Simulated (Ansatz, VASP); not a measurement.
**Two plane-wave programs on TiSi**

Contents of INCAR:

```
SYSTEM = TiSi
PREC = Accurate ; ENCUT = 520
EDIFF = 1E-6 ; ISMEAR = 0
SIGMA = 0.05 ; LREAL = .False.
LASPH = .True. ; NELM = 100
ALGO = Normal ; ISIF = 2
LWAVE = .False. ; LCHARG = .False.
GGA = CA ; NBANDS = 15
```

File KPOINTS:

```
regular mesh
0
Gamma
  6 6 6
  0 0 0
```

The input POSCAR:

```
TiSi
1.0
    0.0000000000      2.8028046168      2.8028046168
    2.8028046168      0.0000000000      2.8028046168
    2.8028046168      2.8028046168      0.0000000000
Ti Si
1 1
Direct
    0.0000000000      0.0000000000      0.0000000000
    0.2500000000      0.2500000000      0.2500000000
```

Input for Ansatz:

```yaml
crystal:
  lattice:
    - [0.0, 2.8028046168, 2.8028046168]
    - [2.8028046168, 0.0, 2.8028046168]
    - [2.8028046168, 2.8028046168, 0.0]
  atoms:
    - { symbol: Ti, position: [0.0, 0.0, 0.0] }
    - { symbol: Si, position: [0.25, 0.25, 0.25] }
basis:
  ecutwfc: 420
kpoints:
  mp_grid: { grid: [6, 6, 6] }
hamiltonian:
  xc: lda
scf:
  occupations: { method: gaussian, width: 0.05 }
output:
  forces: true
  stress: true
  eigenvalues: true
```

Alike in both runs: task single point; functional LDA; k mesh 6 × 6 × 6; occupations gaussian, width 0.05 eV; no spin polarisation.

|  | VASP | Ansatz |
| --- | --- | --- |
| version | VASP 6.6.1 | Ansatz 0.2.0 |
| potentials or method | VASP PAW LDA potentials, release 64 (Ti_sv, Si), cutoff 520 eV | scalar-relativistic, plane waves, PAW |
| valence electrons in the cell | 16 | 16 |

|  | VASP | Ansatz | Ansatz less VASP |
| --- | --- | --- | --- |
| gap on the k mesh at the Fermi level (eV) | none | none | - |
| pressure (GPa) | 2.0 | 1.9 | -0.09 |

LDA's correlation is that of Perdew and Zunger in VASP and of Perdew and Wang (1992) in Ansatz. A gap of «none» marks a metal or a gap that the smearing closes.
